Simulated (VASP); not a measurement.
# Si6O11 (a cell with a defect) in VASP: notebook, part 2 of 2

VASP 6.6.1.

### 3 Single point, PBE+D3(BJ)

Input file INCAR:

```
SYSTEM = Si6O11
PREC = Accurate ; ENCUT = 520
EDIFF = 1E-7 ; ISMEAR = 0
SIGMA = 0.05 ; LREAL = Auto
LASPH = .True. ; NELM = 100
ALGO = Normal ; ISIF = 2
LWAVE = .False. ; LCHARG = .False.
GGA = PE ; IVDW = 12
NELECT = 88.0 ; NBANDS = 59
```

Input file KPOINTS:

```
Automatic mesh
0
Gamma
  4 4 2
  0 0 0
```

Input file POSCAR:

```
Si6O11
1.0
   -2.4573906087      4.2563253884      0.0000000000
    0.0000000000      0.0000000000      5.4210324304
    7.3721718262      4.2563253883      0.0000000000
Si O
6 11
Direct
    0.7669799462      0.6666666667      0.2330200538
    0.2669799462      0.6666666667      0.7330200538
    0.9660401075      0.3333333333      0.5000000000
    0.4660401075      0.3333333333      0.0000000000
    0.2669799462      0.0000000000      0.2669799462
    0.7669799462      0.0000000000      0.7669799462
    0.2730030153      0.2203350802      0.1370425925
    0.7730030153      0.2203350802      0.6370425925
    0.0690623811      0.8870017469      0.7949771961
    0.6579346037      0.5536684135      0.0679802114
    0.1579346037      0.5536684135      0.5679802114
    0.0690623811      0.7796649198      0.2050228039
    0.5690623811      0.7796649198      0.7050228039
    0.6134879872     -0.1156402897      0.2537558124
    0.6579346037      0.1129982531      0.9320197886
    0.7730030153      0.4463315865      0.3629574075
    0.2730030153      0.4463315865      0.8629574075
```

Potentials or basis: VASP PAW PBE potentials, release 64 (Si, O).

Run with:

```sh
cat potpaw_PBE.64/Si/POTCAR potpaw_PBE.64/O/POTCAR > POTCAR
mpirun -np 1 vasp_std > vasp.out
```

OUTCAR:

```text
SYSTEM = Si6O11
   PREC = Accurate
   ENCUT = 520
   EDIFF = 1E-7
   ISMEAR = 0
   LREAL = Auto
   LASPH = .True.
   NELM = 100
   ISIF = 2
   GGA = PE
   IVDW = 12
   NELECT = 88.0
 IVDW          = 12

 ion  position               nearest neighbor table
   1  0.767  0.667  0.233-  14 1.41  12 1.62  10 1.62  16 1.63   5 3.06   5 3.06   3 3.06   4 3.06

   2  0.267  0.667  0.733-  13 1.62  11 1.62  17 1.63   9 1.63   6 3.06   6 3.06   4 3.06   3 3.06

   3  0.966  0.333  0.500-   8 1.62  16 1.62  11 1.63   6 3.06   1 3.06   5 3.06   2 3.06
   4  0.466  0.333  0.000-   7 1.62  17 1.62  15 1.63  10 1.63   5 3.06   2 3.06   6 3.06   1 3.06

   5  0.267  0.000  0.267-   7 1.63  12 1.63  14 1.82   4 3.06   1 3.06   1 3.06   3 3.06
   6  0.767  0.000  0.767-  15 1.62   9 1.62   8 1.63  13 1.63   3 3.06   2 3.06   2 3.06   4 3.06

   7  0.273  0.220  0.137-   4 1.62   5 1.63
   8  0.773  0.220  0.637-   3 1.62   6 1.63
   9  0.069  0.887  0.795-   6 1.62   2 1.63
  10  0.658  0.554  0.068-   1 1.62   4 1.63
  11  0.158  0.554  0.568-   2 1.62   3 1.63
  12  0.069  0.780  0.205-   1 1.62   5 1.63
  13  0.569  0.780  0.705-   2 1.62   6 1.63
  14  0.613  0.884  0.254-   1 1.41   5 1.82
  15  0.658  0.113  0.932-   6 1.62   4 1.63
  16  0.773  0.446  0.363-   3 1.62   1 1.63
  17  0.273  0.446  0.863-   4 1.62   2 1.63

  LATTYP: Found a simple orthorhombic cell.
 ALAT       =     4.9147812175
 B/A-ratio  =     1.1030058492
 C/A-ratio  =     1.7320508076

  Lattice vectors:

 A1 = (  -2.4573906087,   4.2563253884,   0.0000000000)
 A2 = (   0.0000000000,   0.0000000000,   5.4210324304)
 A3 = (   7.3721718262,   4.2563253883,   0.0000000000)

Analysis of symmetry for initial positions (statically):
=====================================================================
 Subroutine PRICEL returns:
 Original cell was already a primitive cell.

 Routine SETGRP: Setting up the symmetry group for a
 simple orthorhombic supercell.

[... 167 lines left out ...]
   LORBIT       =      0    0 simple, 1 ext, 2 COOP (PROOUT), +10 PAW based schemes
   GGA     = PE    functional components
   LHFCALC =     F    Hartree Fock is set to
   AEXX    =    0.0000 exact exchange contribution
   IVDW    =    12    specifies the selected vdW correction
   LEPSILON=     F    determine dielectric tensor
   LRPA    =     F    only Hartree local field effects (RPA)
 non-spin polarized calculation
 Gauss-broadening in eV      SIGMA  =   0.05
  energy-cutoff  :      520.00
  volume of cell :      226.80
 maximum number of plane-waves:      6164
 NGX is ok and might be reduce to    40
   NGX = 19   NGY = 21   NGZ = 31

 number of electron      88.0000029 magnetization

 Free energy of the ion-electron system (eV)
  ---------------------------------------------------
  ext. energy  EPLUGINS =         0.00000000
  ---------------------------------------------------
  free energy    TOTEN  =      -132.32750287 eV

  energy without entropy =     -132.31477105  energy(sigma->0) =     -132.32113696

 E-fermi :   1.0067     XC(G=0):  -8.8892

 val. band max:        0.9921328554   @ k =   0.2500   0.0000   0.5000
 cond. band min:       1.0084641843   @ k =   0.5000   0.0000  -0.0000
 fundamental gap:      0.0163313289
 Fermi energy:         1.0066659542

 k-point     1 :       0.0000    0.0000    0.0000
  band No.  band energies     occupation
      1     -18.6954      2.00000
      2     -18.1809      2.00000
      3     -17.5968      2.00000
      4     -17.2321      2.00000
      5     -17.1952      2.00000
      6     -16.9411      2.00000
[... 1169 lines left out ...]
     55      11.1080      0.00000
     56      11.1932      0.00000
 [bands above 56 left out]

------------------------ aborting loop because EDIFF is reached ----------------------------------------

 Edisp (eV)   -2.41195

 E8    (eV) :    -0.8272

  FORCE on cell =-STRESS in cart. coord.  units (eV):
  Direction    XX          YY          ZZ          XY          YZ          ZX
  --------------------------------------------------------------------------------------
  -------------------------------------------------------------------------------------
  Total     -15.20524   -15.47236    -5.46674    -1.49490    -3.95981     2.62660
  in kB    -107.41203  -109.29900   -38.61786   -10.56018   -27.97266    18.55466
  external pressure =      -85.11 kB  Pullay stress =        0.00 kB

 VOLUME and BASIS-vectors are now :
 -----------------------------------------------------------------------------
  energy-cutoff  :      520.00
  volume of cell :      226.80
      direct lattice vectors                 reciprocal lattice vectors
    -2.457390609  4.256325388  0.000000000    -0.101733928  0.176208333  0.000000000
     0.000000000  0.000000000  5.421032430     0.000000000  0.000000000  0.184466707
     7.372171826  4.256325388  0.000000000     0.101733928  0.058736111  0.000000000

 POSITION                                       TOTAL-FORCE (eV/Angst)
 -----------------------------------------------------------------------------------
     -0.16691      4.25633      3.61402        -5.133939      3.255591     -9.335683
      4.74788      4.25633      3.61402         1.006882      1.156234      0.205724
      1.31215      6.23994      1.80701         1.774594     -0.747084      2.276069
     -1.14524      1.98362      1.80701        -1.038301      0.179283      0.616741
      1.31215      2.27271      0.00000        -4.271305      0.971047     -1.372232
      3.76954      6.52903      0.00000         0.880591      0.496296     -1.063413
[... 9 lines left out ...]
      0.77621      4.83502      2.41958         0.285297      0.699217     -1.143487
      5.69100      4.83502      2.41958         0.038148     -0.084073     -0.187006
 -----------------------------------------------------------------------------------
    total drift:                                0.001203     -0.002630     -0.000364

  FREE ENERGIE OF THE ION-ELECTRON SYSTEM (eV)
  ---------------------------------------------------
  free  energy   TOTEN  =      -134.7394487860 eV

  energy  without entropy=     -134.7267169655  energy(sigma->0) =     -134.73308288
```

OSZICAR:

```text
N       E                     dE             d eps       ncg     rms          rms(c)
DAV:   1     0.528304090747E+03    0.52830E+03   -0.45759E+04  2384   0.137E+03
DAV:   2    -0.107504020947E+03   -0.63581E+03   -0.61746E+03  2826   0.314E+02
DAV:   3    -0.150790143999E+03   -0.43286E+02   -0.43062E+02  2824   0.874E+01
[... 17 lines left out ...]
DAV:  21    -0.132327505969E+03   -0.22380E-05   -0.12161E-05  2800   0.110E-02    0.177E-02
DAV:  22    -0.132327502592E+03    0.33769E-05   -0.19870E-05  2840   0.983E-03    0.337E-03
DAV:  23    -0.132327503059E+03   -0.46655E-06   -0.24803E-06  2792   0.449E-03    0.709E-03
DAV:  24    -0.132327502776E+03    0.28224E-06   -0.20067E-06  2000   0.348E-03    0.217E-03
DAV:  25    -0.132327502871E+03   -0.94713E-07   -0.72803E-07  2320   0.361E-03
   1 F= -.13473945E+03 E0= -.13473308E+03  d E =-.127318E-01
```

It took 11 min on 1 thread of Intel Xeon 6975P-C (Granite Rapids), shared host; peak memory 0.38 GiB.

Results:

```yaml
Free_energy: -134.7394 eV
Largest_force: 16.008 eV/Å
Dispersion_energy_per_atom: -0.142 eV
```

Forces on the atoms (eV/Å):
```
Si  -5.134  3.256 -9.336
Si   1.007  1.156  0.206
Si   1.775 -0.747  2.276
Si  -1.038  0.179  0.617
Si  -4.271  0.971 -1.372
Si   0.881  0.496 -1.063
O    1.970  0.052 -0.518
O   -1.610 -0.015 -0.023
O   -0.373 -0.089  0.023
O   -0.430  0.014 -0.726
O   -1.217 -0.776 -1.033
O   -0.240  2.355  0.601
O   -0.290 -0.199  0.083
O    8.584 -7.178 11.449
O    0.063 -0.090  0.148
O    0.285  0.699 -1.143
O    0.038 -0.084 -0.187
```

Caveat: the cell carries a net charge on a neutralising background, which shifts energy and pressure; the cell differs from its parent crystal (atoms taken out, atom 14 moved 1.125 of the way to it and -0.250 Å across, host rigid); the cell is charged against a uniform background, so pressure and absolute levels hang on convention.

### 4 Single point, PBE+D3(BJ)

Input file INCAR:

```
PREC     = Accurate       # precision mode
ENCUT    = 520            # plane-wave cutoff, eV
EDIFF    = 1E-6           # SCF threshold, eV
ISMEAR   = 0              # smearing method
SIGMA    = 0.05           # smearing width, eV
LREAL    = Auto         
LASPH    = T              # aspherical terms in the spheres
NELM     = 60             # most SCF steps
ALGO     = Normal         # electronic algorithm
ISIF     = 2              # what is computed and relaxed
LWAVE    = F              # write WAVECAR
LCHARG   = F              # write CHGCAR
GGA      = PE             # functional
IVDW     = 12             # dispersion correction
NBANDS   = 59             # bands
NELECT   = 88.0
```

Input file KPOINTS:

```
regular mesh
0
Gamma
  4 4 2
```

Changes to POSCAR since step 3:

```diff
@@ -21,3 +21,3 @@
     0.5690623811      0.7796649198      0.7050228039
-    0.6134879872     -0.1156402897      0.2537558124
+    0.6274187193     -0.1668553432      0.3019379318
     0.6579346037      0.1129982531      0.9320197886
```

Run with:

```sh
cat potpaw_PBE.64/Si/POTCAR potpaw_PBE.64/O/POTCAR > POTCAR
mpirun -np 1 vasp_std > vasp.out
```

It took 10 min on 1 thread of Intel Xeon 6975P-C (Granite Rapids), shared host; peak memory 0.37 GiB.

It converged, with:

```
Free energy                : -131.5455 eV
Largest force              : 33.729 eV/Å
Dispersion energy per atom : -0.142 eV
```

Forces on the atoms (eV/Å):
```
Si  -18.753   5.535 -19.815
Si    0.848   1.058   0.228
Si    1.882  -0.891   2.327
Si   -1.640   0.323   0.933
Si   -2.827   1.006  -1.907
Si    0.770   0.395  -0.998
O     2.080   0.631  -1.166
O    -1.507   0.042  -0.045
O    -0.335  -0.060   0.019
O    -0.152   0.067  -0.188
O    -1.156  -0.706  -1.043
O    -0.854   2.547   1.004
O    -0.217  -0.186   0.057
O    21.294 -11.224  23.627
O     0.265  -0.041   0.096
O     0.157   1.530  -2.861
O     0.145  -0.026  -0.267
```

Levels at points of the mesh, in eV from the Fermi level:
| k point | band 41 | band 42 | band 43 | band 44 | band 45 | band 46 | band 47 | band 48 |
| --- | --- | --- | --- | --- | --- | --- | --- | --- |
| (0.00, 0.00, 0.00) | -0.84 | -0.67 | -0.21 | -0.08 | 0.01 | 3.53 | 6.28 | 6.66 |
| (0.50, 0.00, 0.00) | -0.65 | -0.55 | -0.21 | -0.05 | 0.07 | 3.39 | 6.31 | 6.94 |
| (0.00, 0.50, 0.00) | -0.81 | -0.50 | -0.26 | -0.06 | 0.13 | 3.39 | 6.26 | 6.59 |
| (0.50, 0.50, 0.00) | -0.85 | -0.61 | -0.55 | -0.39 | 0.13 | 3.53 | 6.35 | 7.05 |
| (0.00, 0.00, 0.50) | -0.84 | -0.70 | -0.18 | -0.06 | 0.10 | 3.47 | 6.16 | 6.75 |
| (0.50, 0.00, 0.50) | -0.65 | -0.52 | -0.23 | -0.03 | 0.05 | 3.39 | 6.31 | 6.99 |
| (0.00, 0.50, 0.50) | -0.72 | -0.55 | -0.35 | -0.04 | 0.13 | 3.38 | 6.31 | 6.59 |
| (0.50, 0.50, 0.50) | -0.75 | -0.60 | -0.47 | -0.26 | 0.03 | 3.51 | 6.38 | 7.14 |

Caveat: the cell carries a net charge on a neutralising background, which shifts energy and pressure; the cell differs from its parent crystal (atoms taken out, atom 14 moved 1.125 of the way to it and +0.250 Å across, host rigid); the cell is charged against a uniform background, so pressure and absolute levels hang on convention.
